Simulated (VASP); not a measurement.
# BaS (P-6m2) in VASP: settings compared

BaS is run at these levels: PBE, r2SCAN; tasks: single point.

All numbers are computed with VASP 6.6.1; they aren't measurements. Logs are shortened: lines on timing, memory, paths and dates and some standing lists are left out, and cuts for length are marked.

## (1) The cell of the first run

The structure is hexagonal, space group P-6m2 (No. 187). Conventional cell: a = 4.366 Å, b = 4.366 Å, c = 3.980 Å, α = 90.00°, β = 90.00°, γ = 120.00°. Ba (site symmetry -6m2) has 6 S at 3.21 Å and 2 Ba at 3.98 Å within 4.2 Å. S (site symmetry -6m2) has 6 Ba at 3.21 Å and 2 S at 3.98 Å within 4.2 Å.

## (2) Single point, PBE

Contents of INCAR:

```
SYSTEM = BaS
  PREC = Accurate
  ENCUT = 520
  EDIFF = 1E-6
  ISMEAR = 0
  SIGMA = 0.05
  LREAL = .False.
  LASPH = .True.
  NELM = 80
  ALGO = Normal
  ISIF = 2
  LWAVE = .False.
  LCHARG = .False.
  GGA = PE
  NBANDS = 15
```

Contents of KPOINTS:

```
regular mesh
0
Gamma
  6 6 6
  0 0 0
```

Contents of POSCAR:

```
BaS
1.0
    4.3659497555      0.0000000000      0.0000000000
   -2.1829748777      3.7810233999      0.0000000000
    0.0000000000      0.0000000000      3.9801648148
Ba S
1 1
Direct
    0.0000000000      0.0000000000      0.0000000000
    0.6666666667      0.3333333333      0.5000000000
```

Potentials or basis: VASP PAW PBE potentials, release 64 (Ba_sv, S).

The run is started by

```
> cat potpaw_PBE.64/Ba_sv/POTCAR potpaw_PBE.64/S/POTCAR > POTCAR
> mpirun -np 1 vasp_std > vasp.out
```

OUTCAR:

```text
SYSTEM = BaS
   PREC = Accurate
   ENCUT = 520
   EDIFF = 1E-6
   ISMEAR = 0
   LREAL = .False.
   LASPH = .True.
   NELM = 80
   ISIF = 2
   GGA = PE

 ion  position               nearest neighbor table
   1  0.000  0.000  0.000-   2 3.21   2 3.21   2 3.21   2 3.21   2 3.21   2 3.21
   2  0.667  0.333  0.500-   1 3.21   1 3.21   1 3.21   1 3.21   1 3.21   1 3.21

  LATTYP: Found a hexagonal cell.
 ALAT       =     4.3659497555
 C/A-ratio  =     0.9116377965

  Lattice vectors:

 A1 = (   4.3659497555,   0.0000000000,   0.0000000000)
 A2 = (  -2.1829748777,   3.7810233999,   0.0000000000)
 A3 = (   0.0000000000,   0.0000000000,   3.9801648148)

Analysis of symmetry for initial positions (statically):
=====================================================================
 Subroutine PRICEL returns:
 Original cell was already a primitive cell.

 Routine SETGRP: Setting up the symmetry group for a
 hexagonal supercell.

 Subroutine GETGRP returns: Found 12 space group operations
 (whereof 12 operations were pure point group operations)
 out of a pool of 24 trial point group operations.

The static configuration has the point symmetry D_3h.

Analysis of symmetry for dynamics (positions and initial velocities):
=====================================================================
 Subroutine PRICEL returns:
 Original cell was already a primitive cell.

 Routine SETGRP: Setting up the symmetry group for a
 hexagonal supercell.

 Subroutine GETGRP returns: Found 12 space group operations
 (whereof 12 operations were pure point group operations)
 out of a pool of 24 trial point group operations.

The dynamic configuration has the point symmetry D_3h.

 Subroutine INISYM returns: Found 12 space group operations
 (whereof 12 operations are pure point group operations),
 and found     1 'primitive' translations

----------------------------------------------------------------------------------------

                                     Primitive cell

  volume of cell :      65.7036

  direct lattice vectors                    reciprocal lattice vectors
     4.365949755  0.000000000  0.000000000     0.229045238  0.132239330  0.000000000
    -2.182974878  3.781023400  0.000000000     0.000000000  0.264478659  0.000000000
     0.000000000  0.000000000  3.980164815     0.000000000  0.000000000  0.251245877

  length of vectors
     4.365949755  4.365949755  3.980164815     0.264478659  0.264478659  0.251245877

  position of ions in fractional coordinates (direct lattice)
     0.000000000  0.000000000  0.000000000
[... 83 lines left out ...]
   NFREE  =      0    steps in history (QN), initial steepest desc. (CG)
   ISIF   =      2    stress and relaxation
   ISYM   =      2    0-nonsym 1-usesym 2-fastsym
   POTIM  = 0.5000    time-step for ionic-motion
   TEBEG  =    0.0;   TEEND  =   0.0 temperature during run
   PSTRESS=    0.0 pullay stress
   NELECT =      16.0000    total number of electrons
   NUPDOWN=      -1.0000    fix difference up-down
   EMIN   =  10.00;   EMAX   =-10.00  energy-range for DOS
   EFERMI =   0.00;   METHOD = LEGACY
   ISMEAR =     0;   SIGMA  =   0.05  broadening in eV -4-tet -1-fermi 0-gaus
   EFERMI_NEDOS =   21; number of points for ismear=-14 and -15
   IALGO  =     38    algorithm
   IMIX   =      4    mixing-type and parameters
     AMIX     =   0.40;   BMIX     =  1.00
     AMIX_MAG =   1.60;   BMIX_MAG =  1.00
  volume/ion in A,a.u.               =      32.85       221.69
  Fermi-wavevector in a.u.,A,eV,Ry     =   1.022316  1.931897 14.219854  1.045130
  Thomas-Fermi vector in A             =   2.155989
   LORBIT       =      0    0 simple, 1 ext, 2 COOP (PROOUT), +10 PAW based schemes
   GGA     = PE    functional components
   LHFCALC =     F    Hartree Fock is set to
   AEXX    =    0.0000 exact exchange contribution
   IVDW    =     0    specifies the selected vdW correction
   LEPSILON=     F    determine dielectric tensor
   LRPA    =     F    only Hartree local field effects (RPA)
 non-spin polarized calculation
 Gauss-broadening in eV      SIGMA  =   0.05
  energy-cutoff  :      520.00
  volume of cell :       65.70
 maximum number of plane-waves:      1797
   NGX = 17   NGY = 17   NGZ = 15

 number of electron      16.0000002 magnetization

 Free energy of the ion-electron system (eV)
  ---------------------------------------------------
  ext. energy  EPLUGINS =         0.00000000
  ---------------------------------------------------
  free energy    TOTEN  =        -9.91394041 eV

  energy without entropy =       -9.91394041  energy(sigma->0) =       -9.91394041

 E-fermi :   2.1511     XC(G=0):  -8.5650

 val. band max:        1.8477376439   @ k =   0.0000   0.0000   0.0000
 cond. band min:       3.8160930035   @ k =   0.0000   0.0000   0.0000
 fundamental gap:      1.9683553596
 Fermi energy:         2.1511329448

 k-point     1 :       0.0000    0.0000    0.0000
  band No.  band energies     occupation
      1     -24.8665      2.00000
      2      -9.9208      2.00000
      3      -9.9208      2.00000
      4      -9.7735      2.00000
      5      -8.8562      2.00000
      6       1.0473      2.00000
      7       1.0473      2.00000
      8       1.8477      2.00000
      9       3.8161      0.00000
     10       4.8990      0.00000
     11       7.3780      0.00000
     12       7.3780      0.00000
     13       8.2737      0.00000
     14       8.2737      0.00000
[... 401 lines left out ...]
      2     -10.6661      2.00000
      3     -10.2045      2.00000
      4      -9.9086      2.00000
      5      -8.2271      2.00000
      6       0.0830      2.00000
      7       0.7244      2.00000
      8       0.7672      2.00000
      9       5.0804      0.00000
     10       6.4075      0.00000
     11       7.4438      0.00000
     12       8.3060      0.00000
     13       9.1703      0.00000
     14      11.0050      0.00000
     15      11.5965      0.00000

 [... further k-points ...]
[... 5 lines left out ...]
  --------------------------------------------------------------------------------------
  -------------------------------------------------------------------------------------
  Total        0.2246476      0.2246476      0.2707430      0.0000000     -0.0000000      0.0000000
  in kB        5.4780150      5.4780150      6.6020470      0.0000000     -0.0000000      0.0000000
  external PRESSURE =       5.8526923 kB  Pullay stress =       0.0000000 kB

 VOLUME and BASIS-vectors are now :
 -----------------------------------------------------------------------------
  energy-cutoff  :      520.00
  volume of cell :       65.70
      direct lattice vectors                 reciprocal lattice vectors
     4.365949755  0.000000000  0.000000000     0.229045238  0.132239330  0.000000000
    -2.182974878  3.781023400  0.000000000     0.000000000  0.264478659  0.000000000
     0.000000000  0.000000000  3.980164815     0.000000000  0.000000000  0.251245877

 POSITION                                       TOTAL-FORCE (eV/Angst)
 -----------------------------------------------------------------------------------
      0.00000      0.00000      0.00000         0.000000      0.000000      0.000000
      2.18297      1.26034      1.99008         0.000000      0.000000      0.000000
 -----------------------------------------------------------------------------------
    total drift:                               -0.000000      0.000000      0.000000

  FREE ENERGIE OF THE ION-ELECTRON SYSTEM (eV)
  ---------------------------------------------------
  free  energy   TOTEN  =        -9.9139404060 eV

  energy  without entropy=       -9.9139404060  energy(sigma->0) =       -9.91394041
```

OSZICAR:

```text
N       E                     dE             d eps       ncg     rms          rms(c)
DAV:   1     0.853291060446E+02    0.85329E+02   -0.69277E+03   840   0.938E+02
DAV:   2    -0.528299823409E+01   -0.90612E+02   -0.82256E+02  1160   0.170E+02
DAV:   3    -0.103832915167E+02   -0.51003E+01   -0.50595E+01  1202   0.420E+01
DAV:   4    -0.104885256398E+02   -0.10523E+00   -0.10522E+00  1096   0.626E+00
DAV:   5    -0.104910930359E+02   -0.25674E-02   -0.25673E-02  1229   0.767E-01    0.481E+00
DAV:   6    -0.991692119336E+01    0.57417E+00   -0.70727E-01   987   0.523E+00    0.334E+00
DAV:   7    -0.990007743879E+01    0.16844E-01   -0.24662E-01  1078   0.272E+00    0.206E+00
DAV:   8    -0.991163785457E+01   -0.11560E-01   -0.38382E-02   959   0.125E+00    0.241E-01
DAV:   9    -0.991222100369E+01   -0.58315E-03   -0.57680E-03  1085   0.527E-01    0.173E-01
DAV:  10    -0.991383244390E+01   -0.16114E-02   -0.17484E-03   868   0.272E-01    0.415E-02
DAV:  11    -0.991392758274E+01   -0.95139E-04   -0.19743E-04  1071   0.852E-02    0.153E-02
DAV:  12    -0.991394037756E+01   -0.12795E-04   -0.31710E-05   875   0.350E-02    0.111E-02
DAV:  13    -0.991394040601E+01   -0.28446E-07   -0.28579E-07   980   0.364E-03
   1 F= -.99139404E+01 E0= -.99139404E+01  d E =-.133488E-19
```

It took 8.1 s on 1 thread of Intel Xeon 6975P-C (Granite Rapids), shared host; peak memory 0.19 GiB.

Results:

- Free energy: -9.9139 eV
- Pressure: 0.6 GPa
- Band gap on the k mesh: 1.97 eV, direct

Levels at points of the mesh, in eV from the valence-band top:
| k point | band 4 | band 5 | band 6 | band 7 | band 8 | band 9 | band 10 | band 11 | band 12 | band 13 |
| --- | --- | --- | --- | --- | --- | --- | --- | --- | --- | --- |
| (0.00, 0.00, 0.00) | -11.62 | -10.70 | -0.80 | -0.80 | 0.00 | 1.97 | 3.05 | 5.53 | 5.53 | 6.43 |
| (0.50, 0.00, 0.00) | -11.53 | -9.79 | -1.99 | -0.66 | -0.43 | 2.17 | 5.31 | 5.74 | 6.34 | 6.43 |
| (0.00, 0.00, 0.50) | -11.68 | -9.48 | -2.40 | -0.65 | -0.65 | 3.86 | 3.86 | 4.77 | 4.77 | 5.02 |
| (0.50, 0.00, 0.50) | -11.78 | -10.31 | -1.64 | -1.25 | -1.24 | 3.59 | 4.90 | 6.80 | 7.18 | 7.81 |

Caveat: spin-orbit coupling is left out, which moves the levels of the heavy elements. A k mesh can miss the band edges.

## (3) Single point, r2SCAN (volume scaled by 0.960)

Contents of POSCAR:

```
BaS
1.0
    4.2898203217      0.0000000000      0.0000000000
   -2.1449101609      3.7150933763      0.0000000000
    0.0000000000      0.0000000000      3.9419479912
Ba S
1 1
Direct
    0.0000000000      0.0000000000      0.0000000000
    0.6666666667      0.3333333333      0.5000000000
```

Contents of INCAR.step1:

```
ALGO = Normal ; EDIFF = 1E-4
ENCUT = 520 ; GGA = PE
ISMEAR = 0 ; LASPH = T
LCHARG = F ; LREAL = F
LWAVE = T ; NBANDS = 15
NELM = 60 ; PREC = Accurate
SIGMA = 0.05
```

Contents of INCAR.step2:

```
ALGO = Normal ; EDIFF = 1E-6
ENCUT = 520 ; ISIF = 2
ISMEAR = 0 ; ISTART = 1
LASPH = T ; LCHARG = T
LELF = T ; LMIXTAU = T
LREAL = F ; LVHAR = T
LWAVE = F ; METAGGA = R2SCAN
NBANDS = 15 ; NELM = 60
PREC = Accurate ; SIGMA = 0.05
```

Contents of KPOINTS:

```
k-points
0
Gamma
  6 6 6
```

Potentials or basis: VASP PAW PBE potentials, release 64 (Ba_sv, S).

The run is started by

```
> cat potpaw_PBE.64/Ba_sv/POTCAR potpaw_PBE.64/S/POTCAR > POTCAR
> cp INCAR.step1 INCAR
> mpirun -np 1 vasp_std > vasp.out
> cp INCAR.step2 INCAR
> mpirun -np 1 vasp_std > vasp.out
```

It took 34 s on 1 thread of Intel Xeon 6975P-C (Granite Rapids), shared host; peak memory 0.19 GiB.

The run converged. Its results:

* Free energy: -38.8873 eV
* Pressure: 2.6 GPa
* Band gap on the k mesh: 2.28 eV, direct

Levels at points of the mesh, in eV from the valence-band top:
```csv
k point,band 6,band 7,band 8,band 9,band 10,band 11
"(0.00, 0.00, 0.00)",-0.84,-0.84,0.00,2.28,3.77,6.17
"(0.50, 0.00, 0.00)",-2.06,-0.75,-0.43,2.47,6.04,6.35
"(0.00, 0.00, 0.50)",-2.48,-0.70,-0.70,4.32,4.32,5.34
"(0.50, 0.00, 0.50)",-1.69,-1.34,-1.30,4.00,5.59,7.58
```

Caveat: the PAW data sets were made with another functional, which shifts forces and pressure a little; spin-orbit coupling is left out, which moves the levels of the heavy elements. A k mesh can miss the band edges.
